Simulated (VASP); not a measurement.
Runs of VASP 6.6.1 on ZrC4. The structure is that of space group P6/mmm (No. 191), or close to it. The cells are those of the table. 

| task | cell | k mesh | cutoff (eV) | gap on the mesh (eV) | pressure (GPa) | largest force (eV/Å) |
| --- | --- | --- | --- | --- | --- | --- |
| relaxation of cell and atoms | relaxed from a = 2.657, b = 2.657, c = 8.101 Å, angles 90.0, 90.0, 120.0°, 5 atoms | 18 × 18 × 6 | 600 | none | 0.0 | 0.01 |
| single point | a = 2.655, b = 2.655, c = 7.727 Å, angles 90.0, 90.0, 120.0°, 5 atoms | 6 × 6 × 4 | 520 | none | 0.2 | 0.01 |
| single point | a = 2.651, b = 2.651, c = 8.144 Å, angles 90.0, 90.0, 120.0°, 5 atoms | 18 × 18 × 6 | 520 | none | 0.3 | 0.01 |
| single point | a = 3.592, b = 3.592, c = 7.315 Å, angles 90.0, 90.0, 120.0°, 5 atoms | 6 × 6 × 4 | 520 | none | (a) | 1.24 |
| single point | a = 2.657, b = 2.657, c = 8.101 Å, angles 90.0, 90.0, 120.0°, 5 atoms | 9 × 9 × 2 | 520 | none | (b) | - |
| relaxation of cell and atoms | relaxed from a = 3.592, b = 3.592, c = 7.315 Å, angles 90.0, 90.0, 120.0°, 5 atoms | 6 × 6 × 4 | 600 | none | 0.6 | 0.01 |

Alike in all rows: level PBE; potentials or basis VASP PAW PBE potentials, release 64 (Zr_sv, C); no spin polarisation; smearing gaussian 0.1 eV.

Estimate the missing entries.

(a) -9.4; (b) 0.4.

Caveats: some runs use coarse meshes; this functional lacks dispersion, which binds the layers, so the pressure and a relaxed spacing across them are unreliable; forces of over 1 eV/Å act on the atoms, so gaps and moduli don't describe the material at rest (some runs).

A k mesh can miss the band edges, and the runs leave out spin-orbit coupling on Zr.

A gap of «none» marks levels without a gap at the run's occupations.
